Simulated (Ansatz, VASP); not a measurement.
**Al3GaN4 in VASP and in Ansatz**

The input INCAR:

```
SYSTEM = Al3GaN4
PREC     = Accurate       ! precision mode
ENCUT    = 520            ! plane-wave cutoff, eV
EDIFF    = 1E-7           ! SCF threshold, eV
ISMEAR   = 0              ! smearing method
SIGMA    = 0.05           ! smearing width, eV
LREAL    = .False.        ! projectors in reciprocal space
LASPH    = .True.         ! aspherical terms in the spheres
NELM     = 60             ! most SCF steps
ALGO     = Normal         ! electronic algorithm
ISIF     = 2              ! what is computed and relaxed
LWAVE    = .False.        ! write WAVECAR
LCHARG   = .True.         ! write CHGCAR
GGA      = PS             ! functional
LELF     = .True.         ! ELF
LVHAR    = .True.       
NBANDS   = 31             ! bands
```

File KPOINTS:

```
regular mesh
0
Gamma
  6 8 4
  0 0 0
```

The input POSCAR:

```
Al3GaN4
1.0
    5.4468806090      0.0000000000      0.0001195903
    0.0000000000      3.3804798092      0.0000000000
   -0.0034951575      0.0000000000      5.6347116253
Al Ga N
3 1 4
Direct
    0.5002300423      0.5000000000      0.1673295664
    0.0009207036      0.5000000000      0.8348055932
    0.0010880650      0.0000000000      0.3316926342
    0.4994217138      0.0000000000      0.6662009016
    0.1111724737      0.0000000000      0.6663292503
    0.1224543238      0.5000000000      0.1671578647
    0.6251234799      0.5000000000      0.8401923551
    0.6231881979      0.0000000000      0.3262928345
```

Input for Ansatz:

```yaml
crystal:
  lattice:
    - [5.446880609, 0.0, 0.0001195903]
    - [0.0, 3.3804798092, 0.0]
    - [-0.0034951575, 0.0, 5.6347116253]
  atoms:
    - { symbol: Al, position: [0.5002300423, 0.5, 0.1673295664] }
    - { symbol: Al, position: [0.0009207036, 0.5, 0.8348055932] }
    - { symbol: Al, position: [0.001088065, 0.0, 0.3316926342] }
    - { symbol: Ga, position: [0.4994217138, 0.0, 0.6662009016] }
    - { symbol: "N", position: [0.1111724737, 0.0, 0.6663292503] }
    - { symbol: "N", position: [0.1224543238, 0.5, 0.1671578647] }
    - { symbol: "N", position: [0.6251234799, 0.5, 0.8401923551] }
    - { symbol: "N", position: [0.6231881979, 0.0, 0.3262928345] }
basis:
  ecutwfc: 420
kpoints:
  mp_grid: { grid: [6, 8, 4] }
hamiltonian:
  xc: pbesol
scf:
  occupations: { method: gaussian, width: 0.05 }
output:
  forces: true
  stress: true
  eigenvalues: true
```

Change from the starting cell: strain +0.080 along x and y, +0.040 along z, atoms carried along.

Alike in both runs: task single point; functional PBEsol; k mesh 6 × 8 × 4; occupations gaussian, width 0.05 eV; no spin polarisation.

|  | VASP | Ansatz |
| --- | --- | --- |
| version | VASP 6.6.1 | Ansatz 0.2.0 |
| potentials or method | VASP PAW PBE potentials, release 64 (Al, Ga_d, N), cutoff 520 eV | scalar-relativistic, plane waves, PAW |
| valence electrons in the cell | 42 | 42 |

|  | VASP | Ansatz | Ansatz less VASP |
| --- | --- | --- | --- |
| gap on the k mesh at the Fermi level (eV) | 1.99 | 1.98 | -0.007 |
| least direct gap on the mesh (eV) | 1.99 | 1.98 | -0.007 |
| pressure (GPa) | -25.7 | -25.6 | +0.09 |
| traceless stress, the component that is largest in VASP (GPa) | 5.12 | 5.09 | -0.030 |
| rms of the force components (eV/Å) | 0.077 | 0.075 | -0.0014 |

VASP's potentials were made for PBE, not for PBEsol. Atom by atom the forces differ by 0.003 eV/Å (rms over components).
